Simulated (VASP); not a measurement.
# Ga (C2/c) in VASP: notebook

The runs below take Ga through single point, with PBE.

All numbers are computed with VASP 6.6.1; they aren't measurements. Logs are shortened: lines on timing, memory, paths and dates and some standing lists are left out, and cuts for length are marked.

### Step 1. The cell of the first run

Symmetry: C2/c, No. 15, monoclinic system. The conventional cell has a = 2.711 Å, b = 7.892 Å, c = 3.332 Å, α = 90.00°, β = 91.98°, γ = 90.00°. Ga (site symmetry 2) has 10 Ga at 2.66 to 3.33 Å within 3.5 Å.

### Step 2. Single point, PBE (equal xx and yy strain of -2 %)

The input, INCAR:

```
SYSTEM = Ga
  PREC = Accurate
  ENCUT = 520
  EDIFF = 1E-6
  ISMEAR = -1
  SIGMA = 0.03
  LREAL = .FALSE.
  LASPH = .TRUE.
  NELM = 60
  ALGO = Normal
  ISIF = 2
  LWAVE = .FALSE.
  LCHARG = .FALSE.
  GGA = PE
  NBANDS = 20
```

The input, KPOINTS:

```
Automatic mesh
0
G
  14 14 11
  0 0 0
```

The input, POSCAR:

```
Ga
1.0
    1.3553400000     -3.9459700000      0.0000000000
    1.3553400000      3.9459700000      0.0000000000
   -0.1151010000      0.0000000000      3.3299300000
Ga
2
Direct
    0.8690000000      0.1310000000      0.2500000000
    0.1310000000      0.8690000000      0.7500000000
```

Potentials or basis: VASP PAW PBE potentials, release 64 (Ga_d).

On the command line:

```
$ cat potpaw_PBE.64/Ga_d/POTCAR > POTCAR
$ mpirun -np 1 vasp_std > vasp.out
```

OUTCAR:

```text
SYSTEM = Ga
   PREC = Accurate
   ENCUT = 520
   EDIFF = 1E-6
   ISMEAR = -1
   LREAL = .FALSE.
   LASPH = .TRUE.
   NELM = 60
   ISIF = 2
   GGA = PE

 ion  position               nearest neighbor table
   1  0.869  0.131  0.250-   2 2.66   2 2.66   2 2.83   2 2.83   2 2.88   2 2.88
   2  0.131  0.869  0.750-   1 2.66   1 2.66   1 2.83   1 2.83   1 2.88   1 2.88

  LATTYP: Found a base centered monoclinic cell.
 ALAT       =     2.7106800000
 B/A-ratio  =     2.9114244396
 C/A-ratio  =     1.2291818559
 COS(beta)  =    -0.0345449608

  Lattice vectors:

 A1 = (   1.3553400000,  -3.9459700000,   0.0000000000)
 A2 = (   1.3553400000,   3.9459700000,   0.0000000000)
 A3 = (  -0.1151010000,   0.0000000000,   3.3299300000)

Analysis of symmetry for initial positions (statically):
=====================================================================
 Subroutine PRICEL returns:
 Original cell was already a primitive cell.

 Routine SETGRP: Setting up the symmetry group for a
 base centered monoclinic supercell.

 Subroutine GETGRP returns: Found  4 space group operations
 (whereof  2 operations were pure point group operations)
 out of a pool of  4 trial point group operations.

The static configuration has the point symmetry S_2 .
 The point group associated with its full space group is C_2h.

Analysis of symmetry for dynamics (positions and initial velocities):
=====================================================================
 Subroutine PRICEL returns:
 Original cell was already a primitive cell.

 Routine SETGRP: Setting up the symmetry group for a
 base centered monoclinic supercell.

 Subroutine GETGRP returns: Found  4 space group operations
 (whereof  2 operations were pure point group operations)
 out of a pool of  4 trial point group operations.

The dynamic configuration has the point symmetry S_2 .
 The point group associated with its full space group is C_2h.

 Subroutine INISYM returns: Found  4 space group operations
 (whereof  2 operations are pure point group operations),
 and found     1 'primitive' translations

----------------------------------------------------------------------------------------

                                     Primitive cell

  volume of cell :      35.6178

  direct lattice vectors                    reciprocal lattice vectors
     1.355340000 -3.945970000  0.000000000     0.368911122 -0.126711556  0.012751631
[... 80 lines left out ...]
   ISPIN  =      1    spin polarized calculation?
   LNONCOLLINEAR =      F non collinear calculations
   LSORBIT =      F    spin-orbit coupling
   LASPH  =      T    aspherical Exc in radial PAW
   ENCUT  =  520.0 eV  38.22 Ry    6.18 a.u.   7.76  7.76  6.20*2*pi/ulx,y,z
   NELM   =     60;   NELMIN=  2; NELMDL= -5     # of ELM steps
   EDIFF  = 0.1E-05   stopping-criterion for ELM
   LREAL  =      F    real-space projection
   EDIFFG = 0.1E-04   stopping-criterion for IOM
   NSW    =      0    number of steps for IOM
   IBRION =     -1    ionic relax: 0-MD 1-quasi-New 2-CG
   NFREE  =      0    steps in history (QN), initial steepest desc. (CG)
   ISIF   =      2    stress and relaxation
   ISYM   =      2    0-nonsym 1-usesym 2-fastsym
   POTIM  = 0.5000    time-step for ionic-motion
   TEBEG  =    0.0;   TEEND  =   0.0 temperature during run
   PSTRESS=    0.0 pullay stress
   NELECT =      26.0000    total number of electrons
   NUPDOWN=      -1.0000    fix difference up-down
   EMIN   =  10.00;   EMAX   =-10.00  energy-range for DOS
   EFERMI =   0.00;   METHOD = LEGACY
   ISMEAR =    -1;   SIGMA  =   0.03  broadening in eV -4-tet -1-fermi 0-gaus
   EFERMI_NEDOS =   21; number of points for ismear=-14 and -15
   IALGO  =     38    algorithm
   IMIX   =      4    mixing-type and parameters
     AMIX     =   0.40;   BMIX     =  1.00
     AMIX_MAG =   1.60;   BMIX_MAG =  1.00
  volume/ion in A,a.u.               =      17.81       120.18
  Fermi-wavevector in a.u.,A,eV,Ry     =   1.474043  2.785538 29.562788  2.172804
  Thomas-Fermi vector in A             =   2.588863
   LORBIT       =      0    0 simple, 1 ext, 2 COOP (PROOUT), +10 PAW based schemes
   GGA     = PE    functional components
   LHFCALC =     F    Hartree Fock is set to
   AEXX    =    0.0000 exact exchange contribution
   IVDW    =     0    specifies the selected vdW correction
   LEPSILON=     F    determine dielectric tensor
   LRPA    =     F    only Hartree local field effects (RPA)
 non-spin polarized calculation
  energy-cutoff  :      520.00
  volume of cell :       35.62
 maximum number of plane-waves:       975
   NGX = 15   NGY = 15   NGZ = 13

 number of electron      26.0000009 magnetization

 Free energy of the ion-electron system (eV)
  ---------------------------------------------------
  ext. energy  EPLUGINS =         0.00000000
  ---------------------------------------------------
  free energy    TOTEN  =        -5.73989439 eV

  energy without entropy =       -5.73803610  energy(sigma->0) =       -5.73896524

 E-fermi :   6.0474     XC(G=0): -11.2610

 val. band max:        6.0392220827   @ k =  -0.3571   0.2143   0.3636
 cond. band min:       6.0483291227   @ k =   0.5000   0.0714   0.3636
 fundamental gap:      0.0091070400
 Fermi energy:         6.0473826857

 k-point     1 :       0.0000    0.0000    0.0000
  band No.  band energies     occupation
      1      -9.1951      2.00000
      2      -9.1830      2.00000
      3      -9.1481      2.00000
      4      -9.1263      2.00000
      5      -8.8073      2.00000
      6      -8.8051      2.00000
[... 541 lines left out ...]
     19      17.6280      0.00000
     20      18.5127      0.00000

 [... further k-points ...]

------------------------ aborting loop because EDIFF is reached ----------------------------------------

  FORCE on cell =-STRESS in cart. coord.  units (eV):
  Direction    XX          YY          ZZ          XY          YZ          ZX
  --------------------------------------------------------------------------------------
  -------------------------------------------------------------------------------------
  Total        1.1101801      1.1750832      0.7712751      0.0000000      0.0000000      0.0348875
  in kB       49.9386620     52.8581647     34.6938724      0.0000000      0.0000000      1.5693271
  external PRESSURE =      45.8302330 kB  Pullay stress =       0.0000000 kB

 VOLUME and BASIS-vectors are now :
 -----------------------------------------------------------------------------
  energy-cutoff  :      520.00
  volume of cell :       35.62
      direct lattice vectors                 reciprocal lattice vectors
     1.355340000 -3.945970000  0.000000000     0.368911122 -0.126711556  0.012751631
     1.355340000  3.945970000  0.000000000     0.368911122  0.126711556  0.012751631
    -0.115101000  0.000000000  3.329930000     0.000000000  0.000000000  0.300306613

 POSITION                                       TOTAL-FORCE (eV/Angst)
 -----------------------------------------------------------------------------------
      1.32656     -2.91213      0.83248         0.000000      0.175616     -0.000000
      1.26901      2.91213      2.49745        -0.000000     -0.175616      0.000000
 -----------------------------------------------------------------------------------
    total drift:                                0.000000      0.000000     -0.000000

  FREE ENERGIE OF THE ION-ELECTRON SYSTEM (eV)
  ---------------------------------------------------
  free  energy   TOTEN  =        -5.7398943899 eV

  energy  without entropy=       -5.7380361000  energy(sigma->0) =       -5.73896524
```

stdout:

```text
POSCAR found type information on POSCAR Ga
 POSCAR found :  1 types and       2 ions
 scaLAPACK will be used
 LDA part: xc-table for (Slater+PW92), standard interpolation
 POSCAR, INCAR and KPOINTS ok, starting setup
 FFT: planning ... GRIDC
 FFT: planning ... GRID_SOFT
 FFT: planning ... GRID
 WAVECAR not read
 entering main loop
```

Wall time 9.4 min (1 thread of Oxide Virtual Turin-like, shared host); peak memory 0.4 GiB.

Results:

```
Free energy            : -5.7399 eV
Pressure               : 4.6 GPa
Largest force          : 0.176 eV/Å
Band gap on the k mesh : zero (bands 13 and 14 overlap by 8.25 eV)
```

Forces in eV/Å, atoms in the order of the input:
```
Ga   0.000  0.176  0.000
Ga   0.000 -0.176  0.000
```

Caveat: the cell differs from its parent crystal (equal xx and yy strain of -2 %); the cell stands under pressure.

### Step 3. Single point, PBE (equal xx and yy strain of +1 %)

The input, INCAR:

```
SYSTEM = Ga
ALGO = Normal
EDIFF = 1E-6
ENCUT = 520
GGA = PE
ISIF = 2
ISMEAR = -1
LASPH = .TRUE.
LCHARG = .FALSE.
LREAL = .FALSE.
LWAVE = .FALSE.
NBANDS = 20
NELM = 60
PREC = Accurate
SIGMA = 0.03
```

The input, KPOINTS:

```
k-points
0
G
  14 14 11
  0 0 0
```

The input, POSCAR:

```
Ga
1.0
    1.3968300000     -4.0667650000      0.0000000000
    1.3968300000      4.0667650000      0.0000000000
   -0.1186245000      0.0000000000      3.3299300000
Ga
2
Direct
    0.8690000000      0.1310000000      0.2500000000
    0.1310000000      0.8690000000      0.7500000000
```

Potentials or basis: VASP PAW PBE potentials, release 64 (Ga_d).

On the command line:

```
$ cat potpaw_PBE.64/Ga_d/POTCAR > POTCAR
$ mpirun -np 1 vasp_std > vasp.out
```

OUTCAR:

```text
SYSTEM = Ga
   EDIFF = 1E-6
   ENCUT = 520
   GGA = PE
   ISIF = 2
   ISMEAR = -1
   LASPH = .TRUE.
   LREAL = .FALSE.
   NELM = 60
   PREC = Accurate

 ion  position               nearest neighbor table
   1  0.869  0.131  0.250-   2 2.70   2 2.70   2 2.88   2 2.88
   2  0.131  0.869  0.750-   1 2.70   1 2.70   1 2.88   1 2.88

  LATTYP: Found a base centered monoclinic cell.
 ALAT       =     2.7936600000
 B/A-ratio  =     2.9114244396
 C/A-ratio  =     1.1927157396
 COS(beta)  =    -0.0356011392

  Lattice vectors:

 A1 = (   1.3968300000,  -4.0667650000,   0.0000000000)
 A2 = (   1.3968300000,   4.0667650000,   0.0000000000)
 A3 = (  -0.1186245000,   0.0000000000,   3.3299300000)

Analysis of symmetry for initial positions (statically):
=====================================================================
 Subroutine PRICEL returns:
 Original cell was already a primitive cell.

 Routine SETGRP: Setting up the symmetry group for a
 base centered monoclinic supercell.

 Subroutine GETGRP returns: Found  4 space group operations
 (whereof  2 operations were pure point group operations)
 out of a pool of  4 trial point group operations.
[... 160 lines left out ...]
  free energy    TOTEN  =        -5.77806298 eV

  energy without entropy =       -5.77611695  energy(sigma->0) =       -5.77708997

 E-fermi :   5.4883     XC(G=0): -10.9593

 val. band max:        5.4858943030   @ k =  -0.2143  -0.3571   0.4545
 cond. band min:       5.4907714523   @ k =   0.5000   0.0714   0.3636
 fundamental gap:      0.0048771493
 Fermi energy:         5.4883149587

 k-point     1 :       0.0000    0.0000    0.0000
  band No.  band energies     occupation
      1      -9.6557      2.00000
      2      -9.6482      2.00000
      3      -9.6116      2.00000
      4      -9.5866      2.00000
      5      -9.3332      2.00000
      6      -9.3330      2.00000
[... 541 lines left out ...]
     19      16.7132      0.00000
     20      17.8287      0.00000

 [... further k-points ...]

------------------------ aborting loop because EDIFF is reached ----------------------------------------

  FORCE on cell =-STRESS in cart. coord.  units (eV):
  Direction    XX          YY          ZZ          XY          YZ          ZX
  --------------------------------------------------------------------------------------
  -------------------------------------------------------------------------------------
  Total        0.2146243      0.1788938      0.1624040      0.0000000      0.0000000      0.0023295
  in kB        9.0893293      7.5761438      6.8777995      0.0000000      0.0000000      0.0986559
  external PRESSURE =       7.8477575 kB  Pullay stress =       0.0000000 kB

 VOLUME and BASIS-vectors are now :
 -----------------------------------------------------------------------------
  energy-cutoff  :      520.00
  volume of cell :       37.83
      direct lattice vectors                 reciprocal lattice vectors
     1.396830000 -4.066765000  0.000000000     0.357953366 -0.122947847  0.012751631
     1.396830000  4.066765000  0.000000000     0.357953366  0.122947847  0.012751631
    -0.118624500  0.000000000  3.329930000     0.000000000  0.000000000  0.300306613

 POSITION                                       TOTAL-FORCE (eV/Angst)
 -----------------------------------------------------------------------------------
      1.36717     -3.00127      0.83248        -0.000000      0.187584     -0.000000
      1.30786      3.00127      2.49745         0.000000     -0.187584      0.000000
 -----------------------------------------------------------------------------------
    total drift:                                0.000000      0.000000     -0.000000

  FREE ENERGIE OF THE ION-ELECTRON SYSTEM (eV)
  ---------------------------------------------------
  free  energy   TOTEN  =        -5.7780629829 eV

  energy  without entropy=       -5.7761169487  energy(sigma->0) =       -5.77708997
```

OSZICAR:

```text
N       E                     dE             d eps       ncg     rms          rms(c)
DAV:   1     0.131861999505E+03    0.13186E+03   -0.13272E+04 24540   0.246E+03
DAV:   2     0.561103189204E+01   -0.12625E+03   -0.12322E+03 24012   0.385E+02
DAV:   3    -0.565552836679E+01   -0.11267E+02   -0.11212E+02 26112   0.942E+01
DAV:   4    -0.582588897270E+01   -0.17036E+00   -0.17027E+00 26900   0.128E+01
DAV:   5    -0.582875308473E+01   -0.28641E-02   -0.28640E-02 26532   0.163E+00    0.138E+00
DAV:   6    -0.578668301134E+01    0.42070E-01   -0.85991E-02 31528   0.479E+00    0.715E-01
DAV:   7    -0.577889472080E+01    0.77883E-02   -0.17360E-02 33144   0.179E+00    0.199E-01
DAV:   8    -0.577804489460E+01    0.84983E-03   -0.22171E-03 25580   0.648E-01    0.190E-02
DAV:   9    -0.577806201070E+01   -0.17116E-04   -0.10431E-04 26312   0.102E-01    0.775E-03
DAV:  10    -0.577806310239E+01   -0.10917E-05   -0.76114E-06 25780   0.321E-02    0.196E-03
DAV:  11    -0.577806298291E+01    0.11948E-06   -0.90021E-07 15860   0.120E-02
   1 F= -.57780630E+01 E0= -.57770900E+01  d E =-.194603E-02
```

It took 9.5 min on 1 thread of Oxide Virtual Turin-like, shared host; peak memory 0.42 GiB.

Results:

* Free energy: -5.7781 eV
* Pressure: 0.8 GPa
* Largest force: 0.188 eV/Å
* Band gap on the k mesh: zero (bands 13 and 14 overlap by 7.98 eV)

Forces on the atoms (eV/Å):
```
Ga   0.000  0.188  0.000
Ga   0.000 -0.188  0.000
```

Stress tensor (GPa, compression positive):
```
0.91 0.00 0.01
0.00 0.76 0.00
0.01 0.00 0.69
```

Caveat: the cell differs from its parent crystal (equal xx and yy strain of +1 %).
